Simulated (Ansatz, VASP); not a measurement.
# Ta4W: VASP beside Ansatz

INCAR

```
PREC = Accurate ; ENCUT = 520
EDIFF = 1E-6 ; ISMEAR = 0
SIGMA = 0.2 ; LREAL = F
LASPH = T ; NELM = 80
ALGO = Fast ; ISIF = 2
LWAVE = F ; LCHARG = F
GGA = PE ; NBANDS = 69
```

Contents of KPOINTS:

```
regular mesh
0
Gamma
  6 6 4
```

The input POSCAR:

```
Ta4W
1.0
   -2.3230572002      4.0236530996      0.0000000000
    2.3230572002     -1.3412176999     -4.7545499000
   -6.9691716006     -4.0236530996      0.0000000000
Ta W
8 2
Direct
    0.6537305000      0.3074610000      0.5512435000
    0.1537305000      0.3074610000      0.0512435000
    0.8462695000      0.6925390000      0.9487565000
    0.3462695000      0.6925390000      0.4487565000
    0.9565850000      0.9131700000      0.6521950000
    0.4565850000      0.9131700000      0.1521950000
    0.5434150000      0.0868300000      0.8478050000
    0.0434150000      0.0868300000      0.3478050000
    0.2500000000      0.5000000000      0.7500000000
    0.7500000000      0.5000000000      0.2500000000
```

Input for Ansatz:

```yaml
crystal:
  lattice:
    - [-2.3230572002, 4.0236530996, 0.0]
    - [2.3230572002, -1.3412176999, -4.7545499]
    - [-6.9691716006, -4.0236530996, 0.0]
  atoms:
    - { symbol: Ta, position: [0.6537305, 0.307461, 0.5512435] }
    - { symbol: Ta, position: [0.1537305, 0.307461, 0.0512435] }
    - { symbol: Ta, position: [0.8462695, 0.692539, 0.9487565] }
    - { symbol: Ta, position: [0.3462695, 0.692539, 0.4487565] }
    - { symbol: Ta, position: [0.956585, 0.91317, 0.652195] }
    - { symbol: Ta, position: [0.456585, 0.91317, 0.152195] }
    - { symbol: Ta, position: [0.543415, 0.08683, 0.847805] }
    - { symbol: Ta, position: [0.043415, 0.08683, 0.347805] }
    - { symbol: W, position: [0.25, 0.5, 0.75] }
    - { symbol: W, position: [0.75, 0.5, 0.25] }
basis:
  ecutwfc: 420
kpoints:
  mp_grid: { grid: [6, 6, 4] }
hamiltonian:
  xc: pbe
scf:
  occupations: { method: gaussian, width: 0.2 }
  lower_state_search: "off"
output:
  forces: true
  stress: true
  eigenvalues: true
```

Alike in both runs: task single point; functional PBE; k mesh 6 × 6 × 4; occupations gaussian, width 0.2 eV; no spin polarisation.

|  | VASP | Ansatz |
| --- | --- | --- |
| version | VASP 6.6.1 | Ansatz 0.2.0 |
| potentials or method | VASP PAW PBE potentials, release 64 (Ta_pv, W_sv), cutoff 520 eV | scalar-relativistic, plane waves, PAW |
| valence electrons in the cell | 116 | 132 |

Ansatz gave:

* gap on the k mesh at the Fermi level (eV): none
* pressure (GPa): 0.1
* traceless stress, the component that is largest in VASP (GPa): 0.16
* rms of the force components (eV/Å): 0.006

**Question.** Estimate VASP's values.

**Answer.** gap on the k mesh at the Fermi level (eV): none; pressure (GPa): 0.3; traceless stress, the component that is largest in VASP (GPa): 0.16; rms of the force components (eV/Å): 0.006.

Atom by atom the forces differ by 0.004 eV/Å (rms over components). A gap of «none» marks a metal or a gap that the smearing closes. VASP's potentials hold 116 valence electrons a cell and Ansatz's 132, so a difference there can come from the potentials and not from the codes.

Spin-orbit coupling is off throughout.
